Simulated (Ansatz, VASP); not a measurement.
**Ba3BrO in VASP and in Ansatz**

Contents of INCAR:

```
SYSTEM = Ba3BrO
PREC = Accurate
ENCUT = 520
EDIFF = 1E-7
ISMEAR = -1
SIGMA = 0.1
LREAL = .FALSE.
LASPH = .TRUE.
NELM = 60
ALGO = Normal
ISIF = 2
LWAVE = .FALSE.
LCHARG = .TRUE.
GGA = PE
LELF = .TRUE.
LVHAR = .TRUE.
NBANDS = 30
```

The input KPOINTS:

```
Automatic mesh
0
G
  4 4 4
  0 0 0
```

File POSCAR:

```
Ba3BrO
1.0
    5.2434400000      0.0000000000      0.0000000000
    0.0000000000      5.2434400000      0.0000000000
    0.0000000000      0.0000000000      5.2434400000
Ba O Br
3 1 1
Direct
    0.5000000000      0.0000000000      0.5000000000
    0.0000000000      0.5000000000      0.5000000000
    0.5000000000      0.5000000000      0.0000000000
    0.5000000000      0.5000000000      0.5000000000
    0.0000000000      0.0000000000      0.0000000000
```

Input for Ansatz:

```yaml
crystal:
  lattice:
    - [5.24344, 0.0, 0.0]
    - [0.0, 5.24344, 0.0]
    - [0.0, 0.0, 5.24344]
  atoms:
    - { symbol: Ba, position: [0.5, 0.0, 0.5] }
    - { symbol: Ba, position: [0.0, 0.5, 0.5] }
    - { symbol: Ba, position: [0.5, 0.5, 0.0] }
    - { symbol: O, position: [0.5, 0.5, 0.5] }
    - { symbol: Br, position: [0.0, 0.0, 0.0] }
  symmetry: { tolerance: 0.0003 }
kpoints:
  mp_grid: { grid: [4, 4, 4], shift: [0, 0, 0] }
magnetization:
  spin_polarized: false
scf:
  occupations: { method: fermi_dirac }
hamiltonian:
  pseudopotentials: { kind: paw }
  xc: pbe
basis:
  ecutwfc: 420
output:
  forces: true
  stress: true
  eigenvalues: true
  write_density: true
  write_potential: true
  elf: true
  volumetric_format: npy
```

Alike in both runs: task single point; functional PBE; k mesh 4 × 4 × 4; no spin polarisation.

```csv
,VASP,Ansatz
version,VASP 6.6.1,Ansatz 0.2.0
potentials or method,"VASP PAW PBE potentials, release 64 (Ba_sv, O, Br), cutoff 520 eV",PAW plane waves
occupations,"fermi-dirac, width 0.1 eV",fermi-dirac
valence electrons in the cell,43,43
```

Ansatz gave:

```
gap on the k mesh at the Fermi level (eV) : none
pressure (GPa)                            : 4.7
```

Which values does VASP return?

gap on the k mesh at the Fermi level (eV): none; pressure (GPa): 6.2.

A gap of «none» marks a metal or a gap that the smearing closes.

Spin-orbit coupling is off throughout.
